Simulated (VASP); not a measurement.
# LaHg (Pm-3m) in VASP: notebook

LaHg is run at these levels: LDA; tasks: electric field gradients.

Everything below comes from runs of VASP 6.6.1. Logs are shortened: lines on timing, memory, paths and dates and some standing lists are left out, and cuts for length are marked.

### 1 The cell of the first run

The structure is cubic, space group Pm-3m (No. 221). Conventional cell: a = 3.912 Å, b = 3.912 Å, c = 3.912 Å, α = 90.00°, β = 90.00°, γ = 90.00°. Within 4.5 Å of La (site symmetry m-3m) lie 8 Hg at 3.39 Å and 6 La at 3.91 Å. Within 4.5 Å of Hg (site symmetry m-3m) lie 8 La at 3.39 Å and 6 Hg at 3.91 Å.

### 2 Electric field gradients, LDA (volume scaled by 1.06)

INCAR reads:

```
PREC = Accurate ; ENCUT = 400
EDIFF = 1E-8 ; ISMEAR = -1
SIGMA = 0.08 ; LREAL = False
LASPH = True ; NELM = 200
ALGO = Normal ; ISIF = 2
LWAVE = False ; LCHARG = False
LEFG = True ; NBANDS = 18
GGA_COMPAT = False ; LMAXMIX = 6
```

KPOINTS reads:

```
regular mesh
0
Gamma
  11 11 11
```

POSCAR reads:

```
LaHg
1.0
    3.9122543996      0.0000000000      0.0000000000
    0.0000000000      3.9122543996      0.0000000000
    0.0000000000      0.0000000000      3.9122543996
La Hg
1 1
Direct
    0.5000000000      0.5000000000      0.5000000000
    0.0000000000      0.0000000000      0.0000000000
```

Potentials or basis: VASP PAW LDA potentials, release 64 (La, Hg).

The run is started by

```bash
$ cat potpaw_LDA.64/La/POTCAR potpaw_LDA.64/Hg/POTCAR > POTCAR
$ mpirun -np 1 vasp_std > vasp.out
```

OUTCAR:

```text
PREC = Accurate
   ENCUT = 400
   EDIFF = 1E-8
   ISMEAR = -1
   LREAL = False
   LASPH = True
   NELM = 200
   ISIF = 2

 ion  position               nearest neighbor table
   1  0.500  0.500  0.500-   2 3.39   2 3.39   2 3.39   2 3.39   2 3.39   2 3.39   2 3.39   2 3.39

   2  0.000  0.000  0.000-   1 3.39   1 3.39   1 3.39   1 3.39   1 3.39   1 3.39   1 3.39   1 3.39

  LATTYP: Found a simple cubic cell.
 ALAT       =     3.9122543996

  Lattice vectors:

 A1 = (   3.9122543996,   0.0000000000,   0.0000000000)
 A2 = (   0.0000000000,   3.9122543996,   0.0000000000)
 A3 = (   0.0000000000,   0.0000000000,   3.9122543996)

Analysis of symmetry for initial positions (statically):
=====================================================================
 Subroutine PRICEL returns:
 Original cell was already a primitive cell.

 Routine SETGRP: Setting up the symmetry group for a
 simple cubic supercell.

 Subroutine GETGRP returns: Found 48 space group operations
 (whereof 48 operations were pure point group operations)
 out of a pool of 48 trial point group operations.

The static configuration has the point symmetry O_h .

Analysis of symmetry for dynamics (positions and initial velocities):
=====================================================================
 Subroutine PRICEL returns:
 Original cell was already a primitive cell.

 Routine SETGRP: Setting up the symmetry group for a
 simple cubic supercell.

 Subroutine GETGRP returns: Found 48 space group operations
 (whereof 48 operations were pure point group operations)
 out of a pool of 48 trial point group operations.

The dynamic configuration has the point symmetry O_h .

 Subroutine INISYM returns: Found 48 space group operations
 (whereof 48 operations are pure point group operations),
 and found     1 'primitive' translations

----------------------------------------------------------------------------------------

                                     Primitive cell

  volume of cell :      59.8799

  direct lattice vectors                    reciprocal lattice vectors
     3.912254400  0.000000000  0.000000000     0.255607100  0.000000000  0.000000000
     0.000000000  3.912254400  0.000000000     0.000000000  0.255607100  0.000000000
     0.000000000  0.000000000  3.912254400     0.000000000  0.000000000  0.255607100

  length of vectors
     3.912254400  3.912254400  3.912254400     0.255607100  0.255607100  0.255607100

  position of ions in fractional coordinates (direct lattice)
     0.500000000  0.500000000  0.500000000
     0.000000000  0.000000000  0.000000000

  ion indices of the primitive-cell ions
   primitive index   ion index
                 1           1
                 2           2

----------------------------------------------------------------------------------------

 KPOINTS: regular mesh

Automatic generation of k-mesh.
 Grid dimensions read from file:
 generate k-points for:   11   11   11

 Generating k-lattice:

  Cartesian coordinates                     Fractional coordinates (reciprocal lattice)
     0.023237009  0.000000000  0.000000000     0.090909091  0.000000000  0.000000000
     0.000000000  0.023237009  0.000000000     0.000000000  0.090909091  0.000000000
     0.000000000  0.000000000  0.023237009     0.000000000  0.000000000  0.090909091

  Length of vectors
     0.023237009  0.023237009  0.023237009

  Shift w.r.t. Gamma in fractional coordinates (k-lattice)
     0.000000000  0.000000000  0.000000000

 Subroutine IBZKPT returns following result:
 ===========================================

 Found     56 irreducible k-points:

 Following reciprocal coordinates:
            Coordinates               Weight
  0.000000  0.000000  0.000000      1.000000
  0.090909  0.000000  0.000000      6.000000
  0.181818  0.000000  0.000000      6.000000
  0.272727  0.000000  0.000000      6.000000
  0.363636  0.000000  0.000000      6.000000
  0.454545  0.000000  0.000000      6.000000
[... 16 lines left out ...]
  0.181818  0.090909  0.090909     24.000000
  0.272727  0.090909  0.090909     24.000000
 [... further k-points ...]
   k-points           NKPTS =     56   k-points in BZ     NKDIM =     56   number of bands    NBANDS=     18
   number of dos      NEDOS =    301   number of ions     NIONS =      2
   total plane-waves  NPLWV =  21952
   dimension x,y,z NGX =    28 NGY =   28 NGZ =   28
   dimension x,y,z NGXF=    56 NGYF=   56 NGZF=   56
   ions per type =               1   1
   NGX,Y,Z   is equivalent  to a cutoff of  11.90, 11.90, 11.90 a.u.
   NGXF,Y,Z  is equivalent  to a cutoff of  23.80, 23.80, 23.80 a.u.
 SYSTEM =  unknown system
   PREC   = accura    normal or accurate (medium, high low for compatibility)
   ISTART =      0    job   : 0-new  1-cont  2-samecut
   ICHARG =      2    charge: 1-file 2-atom 10-const
   ISPIN  =      1    spin polarized calculation?
   LNONCOLLINEAR =      F non collinear calculations
   LSORBIT =      F    spin-orbit coupling
   LASPH  =      T    aspherical Exc in radial PAW
   ENCUT  =  400.0 eV  29.40 Ry    5.42 a.u.   6.38  6.38  6.38*2*pi/ulx,y,z
   NELM   =    200;   NELMIN=  2; NELMDL= -5     # of ELM steps
   EDIFF  = 0.1E-07   stopping-criterion for ELM
   LREAL  =      F    real-space projection
   EDIFFG = 0.1E-06   stopping-criterion for IOM
   NSW    =      0    number of steps for IOM
   IBRION =     -1    ionic relax: 0-MD 1-quasi-New 2-CG
   NFREE  =      0    steps in history (QN), initial steepest desc. (CG)
   ISIF   =      2    stress and relaxation
   ISYM   =      2    0-nonsym 1-usesym 2-fastsym
   POTIM  = 0.5000    time-step for ionic-motion
   TEBEG  =    0.0;   TEEND  =   0.0 temperature during run
   PSTRESS=    0.0 pullay stress
   NELECT =      23.0000    total number of electrons
   NUPDOWN=      -1.0000    fix difference up-down
   EMIN   =  10.00;   EMAX   =-10.00  energy-range for DOS
   EFERMI =   0.00;   METHOD = LEGACY
   ISMEAR =    -1;   SIGMA  =   0.08  broadening in eV -4-tet -1-fermi 0-gaus
   EFERMI_NEDOS =   21; number of points for ismear=-14 and -15
   IALGO  =     38    algorithm
   IMIX   =      4    mixing-type and parameters
     AMIX     =   0.40;   BMIX     =  1.00
     AMIX_MAG =   1.60;   BMIX_MAG =  1.00
  volume/ion in A,a.u.               =      29.94       202.04
  Fermi-wavevector in a.u.,A,eV,Ry     =   1.190028  2.248826 19.268103  1.416166
  Thomas-Fermi vector in A             =   2.326122
   LORBIT       =      0    0 simple, 1 ext, 2 COOP (PROOUT), +10 PAW based schemes
   GGA     = CA    functional components
   LHFCALC =     F    Hartree Fock is set to
   AEXX    =    0.0000 exact exchange contribution
   IVDW    =     0    specifies the selected vdW correction
   LEPSILON=     F    determine dielectric tensor
   LRPA    =     F    only Hartree local field effects (RPA)
 non-spin polarized calculation
  energy-cutoff  :      400.00
  volume of cell :       59.88
 maximum number of plane-waves:      1104
 NGX is ok and might be reduce to    28
   NGX = 13   NGY = 13   NGZ = 13

 number of electron      22.9999999 magnetization

 Free energy of the ion-electron system (eV)
  ---------------------------------------------------
  ext. energy  EPLUGINS =         0.00000000
  ---------------------------------------------------
  free energy    TOTEN  =        -7.62314383 eV

  energy without entropy =       -7.56253722  energy(sigma->0) =       -7.59284052

 E-fermi :   6.0788     XC(G=0): -10.3844

 val. band max:        6.0682040350   @ k =   0.4545   0.0909   0.0000
 cond. band min:       6.0914134404   @ k =   0.1818   0.0909   0.0000
 fundamental gap:      0.0232094053
 Fermi energy:         6.0788057904

 k-point     1 :       0.0000    0.0000    0.0000
  band No.  band energies     occupation
      1     -26.9762      2.00000
      2     -10.4605      2.00000
      3     -10.4605      2.00000
      4     -10.4605      2.00000
      5      -1.3808      2.00000
      6      -1.3808      2.00000
[... 10 lines left out ...]
     17       7.4155      0.00000
     18       7.4156      0.00000
[... 463 lines left out ...]
 k-point    24 :       0.2727    0.0909    0.0909
  band No.  band energies     occupation
      1     -26.9455      2.00000
      2     -10.8047      2.00000
      3     -10.4829      2.00000
      4     -10.4782      2.00000
      5      -1.2783      2.00000
      6      -1.1171      2.00000
[... 10 lines left out ...]
     17       7.4902      0.00000
     18       7.5163      0.00000

 [... further k-points ...]

------------------------ aborting loop because EDIFF is reached ----------------------------------------

  FORCE on cell =-STRESS in cart. coord.  units (eV):
  Direction    XX          YY          ZZ          XY          YZ          ZX
  --------------------------------------------------------------------------------------
  -------------------------------------------------------------------------------------
  Total       -1.7092612     -1.7092612     -1.7092612      0.0000000      0.0000000      0.0000000
  in kB      -45.7338502    -45.7338502    -45.7338502      0.0000000      0.0000000      0.0000000
  external PRESSURE =     -45.7338502 kB  Pullay stress =       0.0000000 kB

 VOLUME and BASIS-vectors are now :
 -----------------------------------------------------------------------------
  energy-cutoff  :      400.00
  volume of cell :       59.88
      direct lattice vectors                 reciprocal lattice vectors
     3.912254400  0.000000000  0.000000000     0.255607100  0.000000000  0.000000000
     0.000000000  3.912254400  0.000000000     0.000000000  0.255607100  0.000000000
     0.000000000  0.000000000  3.912254400     0.000000000  0.000000000  0.255607100

 POSITION                                       TOTAL-FORCE (eV/Angst)
 -----------------------------------------------------------------------------------
      1.95613      1.95613      1.95613         0.000000      0.000000      0.000000
      0.00000      0.00000      0.00000         0.000000      0.000000      0.000000
 -----------------------------------------------------------------------------------
    total drift:                               -0.000000      0.000000      0.000000

  FREE ENERGIE OF THE ION-ELECTRON SYSTEM (eV)
  ---------------------------------------------------
  free  energy   TOTEN  =        -7.6231438281 eV

  energy  without entropy=       -7.5625372177  energy(sigma->0) =       -7.59284052

 Electric field gradients (V/A^2)
---------------------------------------------------------------------
 ion       V_xx      V_yy      V_zz      V_xy      V_xz      V_yz
---------------------------------------------------------------------
   1      -0.000    -0.000     0.000     0.000     0.000    -0.000
   2      -0.000    -0.000    -0.000     0.000    -0.000     0.000
---------------------------------------------------------------------

 Electric field gradients after diagonalization (V/A^2)
 (convention: |V_zz| > |V_xx| > |V_yy|)
----------------------------------------------------------------------
 ion       V_xx      V_yy      V_zz     asymmetry (V_yy - V_xx)/ V_zz
----------------------------------------------------------------------
   1       0.000    -0.000    -0.000       0.192
   2      -0.000    -0.000    -0.000      -0.224
----------------------------------------------------------------------

           NMR quadrupolar parameters

 Cq : quadrupolar parameter    Cq=e*Q*V_zz/h
 eta: asymmetry parameters     (V_yy - V_xx)/ V_zz
 Q  : nuclear electric quadrupole moment in mb (millibarn)
----------------------------------------------------------------------
 ion       Cq(MHz)       eta       Q (mb)
----------------------------------------------------------------------
   1      -0.000       0.192       1.000
   2      -0.000      -0.224       1.000
----------------------------------------------------------------------
```

Run time: 28 s. Hardware: 1 thread of Intel Xeon 6975P-C (Granite Rapids), shared host; peak memory 0.18 GiB.

What came out:

```yaml
Free_energy: -7.6231 eV
Pressure: -4.6 GPa
```

Levels at points of the mesh, in eV from the Fermi level:
```tsv
k point	band 9	band 10	band 11	band 12	band 13	band 14	band 15	band 16
(0.00, 0.00, 0.00)	-7.09	-6.88	-0.04	-0.04	1.24	1.24	1.24	1.34
```

Caveat: the cell differs from its parent crystal (volume scaled by 1.06); without QUAD_EFG the Cq values of the log hold for a quadrupole moment of 1 mb, not for the nuclei; spin-orbit coupling is left out, which moves the levels of the heavy elements.

### 3 Electric field gradients, LDA

This run uses another cell than the first one, of 28.25 Å³/atom, 0.943 times its volume.

INCAR reads:

```
SYSTEM = LaHg
PREC = Accurate
ENCUT = 520
EDIFF = 1E-8
ISMEAR = -1
SIGMA = 0.08
LREAL = .False.
LASPH = .True.
NELM = 80
ALGO = Normal
ISIF = 2
LWAVE = .False.
LCHARG = .False.
LEFG = .True.
NBANDS = 18
```

KPOINTS reads:

```
Automatic mesh
0
Gamma
  11 11 11
  0 0 0
```

POSCAR reads:

```
LaHg
1.0
    3.8370000000      0.0000000000      0.0000000000
    0.0000000000      3.8370000000      0.0000000000
    0.0000000000      0.0000000000      3.8370000000
La Hg
1 1
Direct
    0.5000000000      0.5000000000      0.5000000000
    0.0000000000      0.0000000000      0.0000000000
```

Potentials or basis: VASP PAW LDA potentials, release 64 (La, Hg).

The run is started by

```bash
$ cat potpaw_LDA.64/La/POTCAR potpaw_LDA.64/Hg/POTCAR > POTCAR
$ mpirun -np 1 vasp_std > vasp.out
```

OUTCAR:

```text
SYSTEM = LaHg
   PREC = Accurate
   ENCUT = 520
   EDIFF = 1E-8
   ISMEAR = -1
   LREAL = .False.
   LASPH = .True.
   NELM = 80
   ISIF = 2

 ion  position               nearest neighbor table
   1  0.500  0.500  0.500-   2 3.32   2 3.32   2 3.32   2 3.32   2 3.32   2 3.32   2 3.32   2 3.32

   2  0.000  0.000  0.000-   1 3.32   1 3.32   1 3.32   1 3.32   1 3.32   1 3.32   1 3.32   1 3.32

  LATTYP: Found a simple cubic cell.
 ALAT       =     3.8370000000

  Lattice vectors:

 A1 = (   3.8370000000,   0.0000000000,   0.0000000000)
 A2 = (   0.0000000000,   3.8370000000,   0.0000000000)
 A3 = (   0.0000000000,   0.0000000000,   3.8370000000)

Analysis of symmetry for initial positions (statically):
=====================================================================
 Subroutine PRICEL returns:
 Original cell was already a primitive cell.

 Routine SETGRP: Setting up the symmetry group for a
 simple cubic supercell.

 Subroutine GETGRP returns: Found 48 space group operations
 (whereof 48 operations were pure point group operations)
 out of a pool of 48 trial point group operations.

The static configuration has the point symmetry O_h .

Analysis of symmetry for dynamics (positions and initial velocities):
=====================================================================
 Subroutine PRICEL returns:
 Original cell was already a primitive cell.

 Routine SETGRP: Setting up the symmetry group for a
 simple cubic supercell.

 Subroutine GETGRP returns: Found 48 space group operations
 (whereof 48 operations were pure point group operations)
 out of a pool of 48 trial point group operations.

The dynamic configuration has the point symmetry O_h .
[... 150 lines left out ...]
 cond. band min:       6.6217770359   @ k =   0.4545   0.3636   0.0909
 fundamental gap:      0.0136303664
 Fermi energy:         6.6154960451

 k-point     1 :       0.0000    0.0000    0.0000
  band No.  band energies     occupation
      1     -26.3139      2.00000
      2      -9.7781      2.00000
      3      -9.7781      2.00000
      4      -9.7781      2.00000
      5      -1.0445      2.00000
      6      -1.0445      2.00000
[... 481 lines left out ...]
      5      -0.9248      2.00000
      6      -0.7343      2.00000
[... 10 lines left out ...]
     17       8.1834      0.00000
     18       8.2532      0.00000

 [... further k-points ...]
[... 5 lines left out ...]
  --------------------------------------------------------------------------------------
  -------------------------------------------------------------------------------------
  Total       -0.6093482     -0.6093482     -0.6093482     -0.0000000     -0.0000000     -0.0000000
  in kB      -17.2822682    -17.2822682    -17.2822682     -0.0000000     -0.0000000     -0.0000000
  external PRESSURE =     -17.2822682 kB  Pullay stress =       0.0000000 kB

 VOLUME and BASIS-vectors are now :
 -----------------------------------------------------------------------------
  energy-cutoff  :      520.00
  volume of cell :       56.49
      direct lattice vectors                 reciprocal lattice vectors
     3.837000000  0.000000000  0.000000000     0.260620276  0.000000000  0.000000000
     0.000000000  3.837000000  0.000000000     0.000000000  0.260620276  0.000000000
     0.000000000  0.000000000  3.837000000     0.000000000  0.000000000  0.260620276

 POSITION                                       TOTAL-FORCE (eV/Angst)
 -----------------------------------------------------------------------------------
      1.91850      1.91850      1.91850         0.000000      0.000000      0.000000
      0.00000      0.00000      0.00000         0.000000      0.000000      0.000000
 -----------------------------------------------------------------------------------
    total drift:                                0.000000     -0.000000     -0.000000

  FREE ENERGIE OF THE ION-ELECTRON SYSTEM (eV)
  ---------------------------------------------------
  free  energy   TOTEN  =        -7.6900666124 eV

  energy  without entropy=       -7.6323414110  energy(sigma->0) =       -7.66120401

 Electric field gradients (V/A^2)
---------------------------------------------------------------------
 ion       V_xx      V_yy      V_zz      V_xy      V_xz      V_yz
---------------------------------------------------------------------
   1      -0.000    -0.000    -0.000    -0.000     0.000     0.000
   2      -0.000    -0.000    -0.000    -0.000     0.000     0.000
---------------------------------------------------------------------

 Electric field gradients after diagonalization (V/A^2)
 (convention: |V_zz| > |V_xx| > |V_yy|)
----------------------------------------------------------------------
 ion       V_xx      V_yy      V_zz     asymmetry (V_yy - V_xx)/ V_zz
----------------------------------------------------------------------
   1      -0.000    -0.000    -0.000      -0.246
   2      -0.000    -0.000    -0.000      -0.386
----------------------------------------------------------------------

           NMR quadrupolar parameters

 Cq : quadrupolar parameter    Cq=e*Q*V_zz/h
 eta: asymmetry parameters     (V_yy - V_xx)/ V_zz
 Q  : nuclear electric quadrupole moment in mb (millibarn)
----------------------------------------------------------------------
 ion       Cq(MHz)       eta       Q (mb)
----------------------------------------------------------------------
   1      -0.000      -0.246       1.000
   2      -0.000      -0.386       1.000
----------------------------------------------------------------------
```

stdout:

```text
POSCAR found type information on POSCAR LaHg
 POSCAR found :  2 types and       2 ions
 scaLAPACK will be used
 LDA part: xc-table for (Slater(with rela. corr.)+CA(PZ))
 , standard interpolation
 POSCAR, INCAR and KPOINTS ok, starting setup
 FFT: planning ... GRIDC
 FFT: planning ... GRID_SOFT
 FFT: planning ... GRID
 WAVECAR not read
 entering main loop
ion   1

ion   2
```

Run time: 58 s. Hardware: 1 thread of Intel Xeon Platinum 8375C at 2.90GHz (Ice Lake), shared host; peak memory 0.21 GiB.

Results:

```
Free energy : -7.6901 eV
Pressure    : -1.7 GPa
```

Levels at points of the mesh, in eV from the Fermi level:
| k point | band 9 | band 10 | band 11 | band 12 | band 13 | band 14 |
| --- | --- | --- | --- | --- | --- | --- |
| (0.00, 0.00, 0.00) | -7.22 | -7.10 | -0.05 | -0.05 | 1.37 | 1.37 |

Caveat: without QUAD_EFG the Cq values of the log hold for a quadrupole moment of 1 mb, not for the nuclei; spin-orbit coupling is left out, which moves the levels of the heavy elements.

(Continued in part 2 of 2.)
